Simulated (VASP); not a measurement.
Crystal: PtSe2.

```
Pt Se
1.0
     3.78881    0.00000    0.00000
    -1.89440    3.28121    0.00000
     0.00000    0.00000    6.59151
Pt Se
1 2
Direct
  0.00000 0.00000 0.00000
  0.33333 0.66667 0.20019
  0.66667 0.33333 0.79981
```

| Item | Value |
| --- | --- |
| Program | VASP 6.6.1 |
| Task | relaxation of shape and atoms at fixed volume |
| Functional | PBE |
| Potentials or basis | VASP PAW PBE potentials, release 64 (Pt, Se) |
| Cutoff | 600 eV |
| k mesh | 12 × 12 × 4 |
| Occupations | gaussian, width 0.02 eV |
| Spin | no spin polarisation |

At the start: pressure -2.5 GPa; volume 27.31 Å³/atom.

Q: How do energy, volume and symmetry change on relaxing?

A: Over 6 steps the energy falls by 6.3 meV/atom; space group P-3m1 (No. 164, to 0.1 Å) before and after.

The path:
```csv
step,energy change (eV),largest force (eV/Å),pressure (GPa),volume (Å³)
1,0.0000,0.3535,-2.48,81.94
2,-0.0116,0.1914,-1.56,81.94
3,-0.0176,0.0219,-0.35,81.94
4,-0.0176,0.0464,-0.21,81.94
5,-0.0187,0.0218,-0.10,81.94
6,-0.0190,0.0019,-0.02,81.94
```

Final structure:
```
CELL_PARAMETERS angstrom
3.75004 0.00000 0.00000
-1.87502 3.24763 0.00000
0.00000 0.00000 6.72849
ATOMIC_POSITIONS crystal
Pt 0.00000 0.00000 0.00000
Se 0.33333 0.66667 0.19427
Se 0.66667 0.33333 0.80573
```

Caveat: this functional lacks dispersion, which binds layers or chains, so the pressure and a relaxed spacing across them are unreliable.
